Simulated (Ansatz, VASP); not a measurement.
## HfC2: VASP beside Ansatz

```xyz
3
Lattice="3.0036 0.0000 0.0000 -1.5018 2.6012 0.0000 0.0000 0.0000 5.8603" Properties=species:S:1:pos:R:3 pbc="T T T"
Hf    0.0000    0.0000    2.9302
C     0.0000    0.0000    5.2364
C     0.0000    0.0000    0.6239
```

Alike in both runs: task relaxation of cell and atoms; functional PBE; k mesh 6 × 6 × 4; occupations gaussian, width 0.1 eV; no spin polarisation.

```csv
,VASP,Ansatz
version,VASP 6.6.1,Ansatz 0.2.0
potentials or method,"VASP PAW PBE potentials, release 64 (Hf_pv, C), cutoff 600 eV","scalar-relativistic, plane waves, PAW"
valence electrons in the cell,18,34
```

Ansatz gave:

- gap on the k mesh at the Fermi level, each at its own relaxed structure (eV): none
- relaxed volume (Å³/atom): 19.52
- relaxed length of the cell vector where the two differ most in proportion (Å): 3.471

Estimate VASP's values.

gap on the k mesh at the Fermi level, each at its own relaxed structure (eV): none; relaxed volume (Å³/atom): 19.24; relaxed length of the cell vector where the two differ most in proportion (Å): 3.447.

A gap of «none» marks a metal or a gap that the smearing closes. VASP's potentials hold 18 valence electrons a cell and Ansatz's 34, so a difference there can come from the potentials and not from the codes.

The k mesh is coarse, so the values compare programs but aren't converged. Neither program's run includes spin-orbit coupling. Noted on VASP's run: the volume moved by over 15 % at a fixed basis, so the end points are rough.
